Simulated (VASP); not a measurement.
## Mn: single point with LDA

Crystal: Mn.

```
Mn
1.0
     4.32559    0.00000    0.00000
     0.00000    4.32559    0.00000
     0.00000    0.00000    4.32559
Mn
8
Direct
  0.00000 0.00000 0.00000
  0.50000 0.50000 0.50000
  0.25000 0.00000 0.50000
  0.75000 0.00000 0.50000
  0.50000 0.25000 0.00000
  0.50000 0.75000 0.00000
  0.00000 0.50000 0.25000
  0.00000 0.50000 0.75000
```

* Program: VASP 6.6.1
* Task: single point
* Functional: LDA
* Potentials or basis: VASP PAW LDA potentials, release 64 (Mn_pv)
* Cutoff: 520 eV
* k mesh: 6 × 6 × 6
* Occupations: fermi-dirac, width 0.05 eV
* Spin: collinear spin, ferromagnetic start
* Starting moments: [3.0, 3.0, 3.0, 3.0, 3.0, 3.0, 3.0, 3.0] μB
* Dipole correction: no
* Further INCAR settings: ALGO = Normal; EDIFF = 1e-06; NBANDS = 66

| Quantity | Value |
| --- | --- |
| Pressure | 0.5 GPa |
| Band gap on the k mesh | zero (filled and empty bands overlap) |
| Net moment | 0.00 μB per cell |
| Valence electrons inside the program's atomic spheres | Mn 12.16, 12.13 |

Levels at points of the mesh, in eV from the Fermi level:
Spin up:
| k point | band 48 | band 49 | band 50 | band 51 | band 52 | band 53 | band 54 | band 55 | band 56 | band 57 |
| --- | --- | --- | --- | --- | --- | --- | --- | --- | --- | --- |
| (0.00, 0.00, 0.00) | -1.10 | -1.10 | 0.03 | 0.03 | 0.03 | 0.13 | 0.13 | 0.13 | 0.41 | 0.41 |
| (0.50, 0.00, 0.00) | -1.45 | -0.45 | -0.45 | -0.40 | -0.40 | -0.17 | -0.17 | 0.33 | 0.33 | 0.91 |
| (0.50, 0.50, 0.00) | -0.72 | -0.72 | -0.70 | -0.53 | -0.06 | 0.27 | 0.41 | 0.44 | 0.55 | 0.68 |
| (0.50, 0.50, 0.50) | -1.72 | -0.06 | -0.06 | -0.06 | -0.06 | -0.06 | -0.06 | 1.03 | 1.03 | 1.03 |
Spin down:
```csv
k point,band 50,band 51,band 52,band 53,band 54,band 55
"(0.00, 0.00, 0.00)",0.03,0.03,0.03,0.13,0.13,0.13
"(0.50, 0.00, 0.00)",-0.45,-0.40,-0.40,-0.17,-0.17,0.33
"(0.50, 0.50, 0.00)",-0.70,-0.53,-0.06,0.27,0.41,0.44
"(0.50, 0.50, 0.50)",-0.06,-0.06,-0.06,-0.06,-0.06,1.03
```

Wall time 110 s on 1 thread of Intel(R) Xeon(R) Platinum 8488C (Sapphire Rapids), on a shared host, peak memory 0.25 GiB.

Caveat: the starting moments collapsed, and a magnetic state may lie lower.
